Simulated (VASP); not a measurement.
**Sn: single point with PBE**

Sn:

```
Sn
1.0
    -2.94014    2.94014    1.59930
     2.94014   -2.94014    1.59930
     2.94014    2.94014   -1.59930
Sn
2
Direct
  0.00000 0.00000 0.00000
  0.75000 0.25000 0.50000
```

```json
{
  "Program": "VASP 6.6.1",
  "Task": "single point",
  "Functional": "PBE",
  "Potentials or basis": "VASP PAW PBE potentials, release 64 (Sn_d)",
  "Cutoff": "520 eV",
  "k mesh": "9 × 9 × 9",
  "Occupations": "fermi-dirac, width 0.05 eV",
  "Spin": "no spin polarisation",
  "Dipole correction": "no",
  "Further INCAR settings": "ALGO = Fast; EDIFF = 1e-06; NBANDS = 21"
}
```

The pressure is 1.3 GPa and the band gap on the k mesh is zero (band 14 reaches 8.97 eV, above the bottom of band 15 at 5.01 eV).

Stress tensor (GPa, compression positive):
```
1.49 0.00 0.00
0.00 1.49 0.00
0.00 0.00 1.05
```

Levels at points of the mesh, in eV from the Fermi level:
| k point | band 12 | band 13 | band 14 | band 15 | band 16 | band 17 |
| --- | --- | --- | --- | --- | --- | --- |
| (0.00, 0.00, 0.00) | -3.71 | -1.94 | -1.94 | 2.99 | 6.11 | 6.11 |

Wall time 43 s on 1 thread of Intel(R) Xeon(R) 6975P-C (Granite Rapids), on a shared host, peak memory 0.23 GiB.

Caveat: spin-orbit coupling is left out, which moves the levels of the heavy elements.
